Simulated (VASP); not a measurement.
Write the native input for VASP 6.6.1 that does the following.

| Quantity | Value |
| --- | --- |
| Task | single point |
| Functional | PBE |
| Potentials or basis | VASP PAW PBE potentials, release 64 (Cu) |
| Cutoff | 520 eV |
| k mesh | 20 × 20 × 14 |
| Occupations | gaussian, width 0.1 eV |
| Spin | no spin polarisation |
| Dipole correction | no |
| Further INCAR settings | ALGO = Fast; EDIFF = 1e-06; NBANDS = 18 |

The structure of Cu lies in POSCAR:

```
Cu
1.0
    1.8655152427      1.8655152427      0.0000000000
   -1.8655152427      1.8655152427      0.0000000000
    0.0000000000      0.0000000000      3.4120146420
Cu
2
Direct
    0.0000000000      0.0000000000      0.0000000000
    0.5000000000      0.5000000000      0.5000000000
```

This cell differs from its parent crystal: uniaxial strain along c: -6.0 %, then relaxed in part.

One way to write it, as run:

INCAR

```
SYSTEM = Cu
  PREC = Accurate
  ENCUT = 520
  EDIFF = 1E-6
  ISMEAR = 0
  SIGMA = 0.1
  LREAL = .False.
  LASPH = .True.
  NELM = 60
  ALGO = Fast
  ISIF = 2
  LWAVE = .False.
  LCHARG = .True.
  GGA = PE
  LELF = .True.
  LVHAR = .True.
  NBANDS = 18
```

KPOINTS

```
regular mesh
0
Gamma
  20 20 14
  0 0 0
```

Potentials or basis: VASP PAW PBE potentials, release 64 (Cu).

Command:

```bash
$ cat potpaw_PBE.64/Cu/POTCAR > POTCAR
$ mpirun -np 1 vasp_std > vasp.out
```

It gave:

```yaml
Pressure: 2.2 GPa
Band_gap_on_the_k_mesh: zero (band 11 reaches 13.68 eV, above the bottom of band 12 at 5.48 eV)
```

Caveat: the cell differs from its parent crystal (uniaxial strain along c: -6.0 %, then relaxed in part).

It took 2.5 min on 1 thread of Intel Xeon 6975P-C, on a shared host, peak memory 0.29 GiB.
